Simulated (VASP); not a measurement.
# GaP (F-43m) in VASP: a series of runs

Runs on GaP. Level: PBEsol. Tasks: vibrations by perturbation theory, elastic constants.

Everything below comes from runs of VASP 6.6.1. Logs are shortened: lines on timing, memory, paths and dates and some standing lists are left out, and cuts for length are marked.

**1. The cell of the first run**

It takes space group F-43m (No. 216, cubic). The conventional cell has a = 5.508 Å, b = 5.508 Å, c = 5.508 Å, α = 90.00°, β = 90.00°, γ = 90.00°. Ga (site symmetry -43m) has 4 P at 2.39 Å within 3.2 Å. P (site symmetry -43m) has 4 Ga at 2.39 Å within 3.2 Å.

**2. Vibrations by perturbation theory, PBEsol**

The input, INCAR:

```
ALGO = Normal ; EDIFF = 1E-8
ENCUT = 520 ; GGA = PS
IBRION = 8 ; ISIF = 2
ISMEAR = 0 ; LASPH = True
LCHARG = True ; LEPSILON = True
LREAL = False ; LWAVE = False
NELM = 100 ; NSW = 1
PREC = Accurate ; SIGMA = 0.01
```

The input, KPOINTS:

```
k-points
0
Gamma
  8 8 8
```

The input, POSCAR:

```
GaP
1.0
    0.0000000000      2.7542029153      2.7542029153
    2.7542029153      0.0000000000      2.7542029153
    2.7542029153      2.7542029153      0.0000000000
Ga P
1 1
Direct
    0.0000000000      0.0000000000      0.0000000000
    0.7500000000      0.7500000000      0.7500000000
```

Potentials or basis: VASP PAW PBE potentials, release 64 (Ga_d, P).

The run is started by

```
$ cat potpaw_PBE.64/Ga_d/POTCAR potpaw_PBE.64/P/POTCAR > POTCAR
$ mpirun -np 1 vasp_std > vasp.out
```

OUTCAR:

```text
EDIFF = 1E-8
   ENCUT = 520
   GGA = PS
   IBRION = 8
   ISIF = 2
   ISMEAR = 0
   LASPH = True
   LEPSILON = True
   LREAL = False
   NELM = 100
   NSW = 1
   PREC = Accurate

 ion  position               nearest neighbor table
   1  0.000  0.000  0.000-   2 2.39   2 2.39   2 2.39   2 2.39
   2  0.750  0.750  0.750-   1 2.39   1 2.39   1 2.39   1 2.39

  LATTYP: Found a face centered cubic cell.
 ALAT       =     5.5084058306

  Lattice vectors:

 A1 = (   0.0000000000,   2.7542029153,   2.7542029153)
 A2 = (   2.7542029153,   0.0000000000,   2.7542029153)
 A3 = (   2.7542029153,   2.7542029153,   0.0000000000)

Analysis of symmetry for initial positions (statically):
=====================================================================
 Subroutine PRICEL returns:
 Original cell was already a primitive cell.

 Routine SETGRP: Setting up the symmetry group for a
 face centered cubic supercell.

 Subroutine GETGRP returns: Found 24 space group operations
 (whereof 24 operations were pure point group operations)
 out of a pool of 48 trial point group operations.

The static configuration has the point symmetry T_d .

Analysis of symmetry for dynamics (positions and initial velocities):
=====================================================================
 Subroutine PRICEL returns:
 Original cell was already a primitive cell.

 Routine SETGRP: Setting up the symmetry group for a
 face centered cubic supercell.

 Subroutine GETGRP returns: Found 24 space group operations
 (whereof 24 operations were pure point group operations)
 out of a pool of 48 trial point group operations.

The dynamic configuration has the point symmetry T_d .

 Subroutine INISYM returns: Found 24 space group operations
 (whereof 24 operations are pure point group operations),
 and found     1 'primitive' translations

----------------------------------------------------------------------------------------

                                     Primitive cell

  volume of cell :      41.7847

  direct lattice vectors                    reciprocal lattice vectors
     0.000000000  2.754202915  2.754202915    -0.181540727  0.181540727  0.181540727
     2.754202915  0.000000000  2.754202915     0.181540727 -0.181540727  0.181540727
     2.754202915  2.754202915  0.000000000     0.181540727  0.181540727 -0.181540727

  length of vectors
     3.895031116  3.895031116  3.895031116     0.314437763  0.314437763  0.314437763

  position of ions in fractional coordinates (direct lattice)
     0.000000000  0.000000000  0.000000000
     0.750000000  0.750000000  0.750000000

  ion indices of the primitive-cell ions
   primitive index   ion index
                 1           1
                 2           2

----------------------------------------------------------------------------------------

 KPOINTS: k-points

Automatic generation of k-mesh.
 Grid dimensions read from file:
 generate k-points for:    8    8    8

 Generating k-lattice:

  Cartesian coordinates                     Fractional coordinates (reciprocal lattice)
    -0.022692591  0.022692591  0.022692591     0.125000000  0.000000000  0.000000000
     0.022692591 -0.022692591  0.022692591     0.000000000  0.125000000  0.000000000
     0.022692591  0.022692591 -0.022692591     0.000000000  0.000000000  0.125000000

  Length of vectors
     0.039304720  0.039304720  0.039304720

  Shift w.r.t. Gamma in fractional coordinates (k-lattice)
     0.000000000  0.000000000  0.000000000

 Subroutine IBZKPT returns following result:
 ===========================================

 Found     29 irreducible k-points:

 Following reciprocal coordinates:
            Coordinates               Weight
  0.000000  0.000000  0.000000      1.000000
  0.125000  0.000000  0.000000      8.000000
[... 488 lines left out ...]
  volume of cell :       41.78
      direct lattice vectors                 reciprocal lattice vectors
     0.000000000  2.754202915  2.754202915    -0.181540727  0.181540727  0.181540727
     2.754202915  0.000000000  2.754202915     0.181540727 -0.181540727  0.181540727
     2.754202915  2.754202915  0.000000000     0.181540727  0.181540727 -0.181540727

 POSITION                                       TOTAL-FORCE (eV/Angst)
 -----------------------------------------------------------------------------------
      0.00000      0.00000      0.00000         0.000000     -0.000000      0.000000
      4.13130      4.13130      4.13130        -0.000000      0.000000     -0.000000
 -----------------------------------------------------------------------------------
    total drift:                               -0.000000     -0.000000     -0.000000

  FREE ENERGIE OF THE ION-ELECTRON SYSTEM (eV)
  ---------------------------------------------------
  free  energy   TOTEN  =        -9.9055785427 eV

  energy  without entropy=       -9.9055785427  energy(sigma->0) =       -9.90557854

 HEAD OF MICROSCOPIC STATIC DIELECTRIC TENSOR (INDEPENDENT PARTICLE, excluding Hartree and local field effects)
 ------------------------------------------------------
          12.738427    -0.000000     0.000000
           0.000000    12.738427     0.000000
          -0.000000     0.000000    12.738427
 ------------------------------------------------------

 Free energy of the ion-electron system (eV)
  ---------------------------------------------------
  ---------------------------------------------------
  free energy    TOTEN  =        -1.37003558 eV

  energy without entropy =       -1.37003558

------------------------ aborting loop because EDIFF is reached ----------------------------------------

--------------------------------------- Ionic step        2  -------------------------------------------

------------------------ aborting loop because EDIFF is reached ----------------------------------------

--------------------------------------- Ionic step        3  -------------------------------------------

------------------------ aborting loop because EDIFF is reached ----------------------------------------

 PIEZOELECTRIC TENSOR FIELD DIRECTION 3  (e Angst)
 -----------------------------------------------------------------------------
    -0.00050  2.16722  0.00000           (  0.00000  0.03326  0.00000)
     2.16722 -0.00050  0.00000           (  0.03326  0.00000  0.00000)
     0.00000  0.00000 -0.00086           (  0.00000  0.00000 -0.00000)

 PIEZOELECTRIC TENSOR FIELD DIRECTION 3  (C/m^2)
 -----------------------------------------------------------------------------
    -0.00019  0.83099  0.00000
     0.83099 -0.00019  0.00000
     0.00000  0.00000 -0.00033

--------------------------------------- Ionic step        4  -------------------------------------------

------------------------ aborting loop because EDIFF is reached ----------------------------------------

[... ionic steps 5 to 6 ...]

--------------------------------------- Ionic step        7  -------------------------------------------

 Free energy of the ion-electron system (eV)
  ---------------------------------------------------
  ---------------------------------------------------
  free energy    TOTEN  =        -0.04733688 eV

  energy without entropy =       -0.04733688

------------------------ aborting loop because EDIFF is reached ----------------------------------------

 INTERNAL STRAIN TENSOR  FOR ION    2  DIRECTION 1   (eV/Angst):
 -----------------------------------------------------------------------------
    -0.00908  0.00000  0.00000
     0.00000  0.00664  5.80837
     0.00000  5.80837  0.00664

 MACROSCOPIC STATIC DIELECTRIC TENSOR (including local field effects in DFT)
 ------------------------------------------------------
          12.110086     0.000000    -0.000000
          -0.000000    12.110086     0.000000
          -0.000000     0.000000    12.110086
 ------------------------------------------------------

 PIEZOELECTRIC TENSOR (including local field effects)  for field in x, y, z        (e  Angst)
          XX          YY          ZZ          XY          YZ          ZX
  --------------------------------------------------------------------------------
  x    -0.00000    -0.00000    -0.00000    -0.00000     2.17449     0.00000
  y     0.00000    -0.00000     0.00000     0.00000    -0.00000     2.17449
  z     0.00000     0.00000    -0.00000     2.17449     0.00000    -0.00000

 PIEZOELECTRIC TENSOR (including local field effects)  for field in x, y, z        (C/m^2)
          XX          YY          ZZ          XY          YZ          ZX
  --------------------------------------------------------------------------------
  x    -0.00000    -0.00000    -0.00000    -0.00000     0.83378     0.00000
  y     0.00000    -0.00000     0.00000     0.00000    -0.00000     0.83378
  z     0.00000     0.00000    -0.00000     0.83378     0.00000    -0.00000

 BORN EFFECTIVE CHARGES (including local field effects) (in |e|, cummulative output)
 ---------------------------------------------------------------------------------
 ion    1
    1     2.25756     0.00000     0.00000
    2     0.00000     2.25756     0.00000
    3     0.00000    -0.00000     2.25756
 ion    2
    1    -2.25756     0.00000     0.00000
    2     0.00000    -2.25756     0.00000
    3    -0.00000     0.00000    -2.25756

 INTERNAL STRAIN TENSOR FOR ION    2 for displacements in x,y,z  (eV/Angst):
          X           Y           Z          XY          YZ          ZX
  --------------------------------------------------------------------------------
  x     0.00000     0.00000     0.00000     0.00000     5.80837     0.00000
  y     0.00000     0.00000     0.00000     0.00000     0.00000     5.80837
  z     0.00000     0.00000     0.00000     5.80837     0.00000     0.00000

 SECOND DERIVATIVES (NOT SYMMETRIZED)
 ------------------------------------
               1X          1Y          1Z          2X          2Y          2Z
  1X    -9.110920    0.000000    0.000000    9.110920    0.000000    0.000000
  1Y     0.000000   -9.110920    0.000000    0.000000    9.110920    0.000000
  1Z     0.000000    0.000000   -9.110920    0.000000    0.000000    9.110920
  2X     9.081552    0.000000    0.000000   -9.081552    0.000000    0.000000
  2Y     0.000000    9.081552    0.000000    0.000000   -9.081552    0.000000
  2Z     0.000000    0.000000    9.081552    0.000000    0.000000   -9.081552

 Eigenvectors and eigenvalues of the dynamical matrix
 ----------------------------------------------------

   1 f  =   10.178139 THz    63.951131 2PiTHz  339.506159 cm-1    42.093380 meV
             X         Y         Z           dx          dy          dz
      0.000000  0.000000  0.000000     0.046227    0.553282   -0.005148
      4.131304  4.131304  4.131304    -0.069244   -0.828771    0.007711
[... 21 lines left out ...]
   6 f/i=    0.007587 THz     0.047673 2PiTHz    0.253086 cm-1     0.031379 meV
             X         Y         Z           dx          dy          dz
      0.000000  0.000000  0.000000     0.737781   -0.382093    0.037410
      4.131304  4.131304  4.131304     0.492538   -0.255083    0.024975

--------------------------------------------------------------------------------------------------------

 MACROSCOPIC STATIC DIELECTRIC TENSOR IONIC CONTRIBUTION
 ------------------------------------------------------
           2.426415     0.000000     0.000000
           0.000000     2.426415    -0.000000
           0.000000    -0.000000     2.426415
 ------------------------------------------------------

 ELASTIC MODULI CONTR FROM IONIC RELAXATION (kBar)
 Direction    XX          YY          ZZ          XY          YZ          ZX
 --------------------------------------------------------------------------------
 XX          -0.0000      0.0000      0.0000     -0.0000      0.0000     -0.0000
 YY           0.0000     -0.0000      0.0000     -0.0000     -0.0000      0.0000
 ZZ           0.0000      0.0000     -0.0000      0.0000     -0.0000     -0.0000
 XY          -0.0000     -0.0000      0.0000   -140.7614      0.0000      0.0000
 YZ           0.0000     -0.0000     -0.0000      0.0000   -140.7614      0.0000
 ZX          -0.0000      0.0000     -0.0000      0.0000      0.0000   -140.7614
 --------------------------------------------------------------------------------

 PIEZOELECTRIC TENSOR IONIC CONTR  for field in x, y, z        (C/m^2)
          XX          YY          ZZ          XY          YZ          ZX
  --------------------------------------------------------------------------------
  x     0.00000    -0.00000    -0.00000     0.00000    -0.54992     0.00000
  y    -0.00000     0.00000    -0.00000     0.00000     0.00000    -0.54992
  z    -0.00000    -0.00000     0.00000    -0.54992    -0.00000     0.00000
```

Run time: 5.8 min. Hardware: 1 thread of AMD EPYC 9R45 (Zen 5), shared host; peak memory 0.26 GiB.

Results:

```
Electronic dielectric tensor (diagonal)                 : 12.11
Born charges (mean of the diagonal)                     : Ga +2.26; P -2.26 e
Highest phonon frequency at Γ, LO-TO splitting left out : 340 cm⁻¹
```

Phonon frequencies in cm⁻¹ (negative: imaginary):
```tsv
q point	frequencies
(0.000, 0.000, 0.000)	0 0 0 340 340 340
```

Electronic dielectric tensor:
```
12.11  0.00  0.00
 0.00 12.11  0.00
 0.00  0.00 12.11
```

Born effective charge tensors (e):
atom 1, Ga
```
2.26 0.00 0.00
0.00 2.26 0.00
0.00 0.00 2.26
```
atom 2, P
```
-2.26  0.00  0.00
 0.00 -2.26  0.00
 0.00  0.00 -2.26
```

Caveat: the cell wasn't relaxed at this level first, which shifts response properties.

(Continued in part 2 of 2.)
